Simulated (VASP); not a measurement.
Crystal: Ag.

```
CELL_PARAMETERS angstrom
-1.62161 1.62161 1.62161
1.62161 -1.62161 1.62161
1.62161 1.62161 -1.62161
ATOMIC_POSITIONS crystal
Ag 0.00000 0.00000 0.00000
```

This isn't the form of Ag at room conditions, which is fcc.

```yaml
Program: VASP 6.6.1
Task: relaxation of cell and atoms
Functional: r2SCAN
Potentials_or_basis: VASP PAW PBE potentials, release 64 (Ag)
Cutoff: 600 eV
k_mesh: 14 × 14 × 14
Occupations: fermi-dirac, width 0.1 eV
Spin: no spin polarisation
```

At the start: pressure 2.6 GPa; volume 17.06 Å³/atom.

**Question.** Where does the relaxation end?

**Answer.** Over 3 steps the energy falls by 3.3 meV/atom and the volume is 17.47 Å³/atom (+2.4 %); space group Im-3m (No. 229, to 0.1 Å) before and after.

The path:
```csv
step,energy change (eV),largest force (eV/Å),pressure (GPa),volume (Å³)
1,0.0000,0.0000,2.58,17.06
2,-0.0020,0.0000,-1.47,17.75
3,-0.0033,0.0000,0.01,17.47
```

Final structure:
```
CELL_PARAMETERS angstrom
-1.63468 1.63468 1.63468
1.63468 -1.63468 1.63468
1.63468 1.63468 -1.63468
ATOMIC_POSITIONS crystal
Ag 0.00000 0.00000 0.00000
```

Caveat: the PAW data sets were made with another functional, which shifts forces and pressure a little.
